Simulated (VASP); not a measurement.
Wanted: the native input for a VASP 6.6.1 run.

| Property | Result |
| --- | --- |
| Task | single point |
| Functional | PBE |
| Potentials or basis | VASP PAW PBE potentials, release 64 (Cu) |
| Cutoff | 520 eV |
| k mesh | 15 × 15 × 1 |
| Occupations | fermi-dirac, width 0.1 eV |
| Spin | no spin polarisation |
| Dipole correction | yes |
| Further INCAR settings | ALGO = Normal; EDIFF = 1e-06; NBANDS = 12 |

The structure of Cu lies in POSCAR:

```
Cu
1.0
    2.5665139637      0.0000000000      0.0000000000
   -1.2832569818      2.2226662917      0.0000000000
    0.0000000000      0.0000000000     16.0000000000
Cu
1
Direct
    0.0000000000      0.0000000000      0.5000000000
```

One way to write it, as run:

INCAR

```
  PREC = Accurate
  ENCUT = 520
  EDIFF = 1E-6
  ISMEAR = -1
  SIGMA = 0.1
  LREAL = False
  LASPH = True
  NELM = 60
  ALGO = Normal
  ISIF = 2
  LWAVE = False
  LCHARG = False
  LDIPOL = True
  IDIPOL = 3
  DIPOL = 0.5 0.5 0.500
  GGA = PE
  NBANDS = 12
```

KPOINTS

```
Automatic mesh
0
Gamma
  15 15 1
```

Potentials or basis: VASP PAW PBE potentials, release 64 (Cu).

Command:

```sh
$ cat potpaw_PBE.64/Cu/POTCAR > POTCAR
$ mpirun -np 1 vasp_std > vasp.out
```

Wall time 58 s on 1 thread of Intel Xeon 8259CL (shared host), peak memory 0.21 GiB.
